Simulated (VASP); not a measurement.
# Ta2N: single point with PBEsol

Ta2N:

```
Ta N
1.0
     5.29657    0.00000    0.00000
    -2.64829    4.58697    0.00000
     0.00000    0.00000    4.93918
Ta N
6 3
Direct
  0.66636 0.66636 0.75362
  0.00000 0.33364 0.75362
  0.33364 0.00000 0.75362
  0.33364 0.33364 0.24638
  0.00000 0.66636 0.24638
  0.66636 0.00000 0.24638
  0.66667 0.33333 0.50000
  0.33333 0.66667 0.50000
  0.00000 0.00000 0.00000
```

```json
{"Program": "VASP 6.6.1", "Task": "single point", "Functional": "PBEsol", "Potentials or basis": "VASP PAW PBE potentials, release 64 (Ta_pv, N)", "Cutoff": "520 eV", "k mesh": "1 × 1 × 1", "Occupations": "gaussian, width 0.1 eV", "Spin": "no spin polarisation"}
```

```
Pressure               : 7.6 GPa
Largest force          : 0.762 eV/Å
Band gap on the k mesh : zero (an odd number of electrons rules out a gap without spin polarisation)
```

Forces on the atoms (eV/Å):
```
Ta  -0.272 -0.471  0.534
Ta  -0.272  0.471  0.534
Ta   0.544  0.000  0.534
Ta   0.272  0.471 -0.534
Ta   0.272 -0.471 -0.534
Ta  -0.544  0.000 -0.534
N    0.000  0.000  0.000
N    0.000  0.000  0.000
N    0.000  0.000  0.000
```

Stress tensor (GPa, compression positive):
```
8.76 0.00 0.00
0.00 8.76 0.00
0.00 0.00 5.20
```

Levels at points of the mesh, in eV from the Fermi level:
```
           k point  band 36  band 37  band 38  band 39  band 40  band 41  band 42  band 43  band 44  band 45
(0.00, 0.00, 0.00)    -1.68    -1.31    -0.48    -0.19    -0.19     0.00     0.16     0.16     1.01     1.01
```

Wall time 27 s on 1 thread of Intel Xeon 8259CL, on a shared host, peak memory 0.23 GiB.

Caveat: the k points lie up to 1.37 Å⁻¹ apart, too coarse for converged energies and pressures of a metal; the PAW data sets were made with another functional, which shifts forces and pressure a little; spin-orbit coupling is left out, which moves the levels of the heavy elements.
